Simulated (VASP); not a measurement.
Set up this calculation in VASP 6.6.1, as the native input.

```yaml
Task: single point
Functional: PBE
Potentials_or_basis: VASP PAW PBE potentials, release 64 (Zr_sv)
Cutoff: 520 eV
k_mesh: 12 × 12 × 6
Occupations: fermi-dirac, width 0.02 eV
Spin: no spin polarisation
Dipole_correction: no
Further_INCAR_settings: ALGO = Normal; EDIFF = 1e-07; NBANDS = 19
```

The structure of Zr lies in POSCAR:

```
Zr
1.0
    3.2466439786      0.0000000000      0.0000000000
   -1.6233219893      2.8116761625      0.0000000000
    0.0000000000      0.0000000000      5.1496488093
Zr
2
Direct
    0.3333333333      0.6666666667      0.2500000000
    0.6666666667      0.3333333333      0.7500000000
```

One way to write it, as run:

INCAR

```
PREC = Accurate
ENCUT = 520
EDIFF = 1E-7
ISMEAR = -1
SIGMA = 0.02
LREAL = False
LASPH = True
NELM = 80
ALGO = Normal
ISIF = 2
LWAVE = False
LCHARG = False
GGA = PE
NBANDS = 19
```

KPOINTS

```
Automatic mesh
0
Gamma
  12 12 6
```

Potentials or basis: VASP PAW PBE potentials, release 64 (Zr_sv).

Command:

```sh
$ cat potpaw_PBE.64/Zr_sv/POTCAR > POTCAR
$ mpirun -np 1 vasp_std > vasp.out
```

Results of the run:

```
Pressure               : -0.3 GPa
Band gap on the k mesh : zero (bands 12 and 13 overlap by 0.99 eV)
```

Run time: 21 s on 1 thread of Intel(R) Xeon(R) 6975P-C (Granite Rapids), with other jobs on the host, peak memory 0.19 GiB.
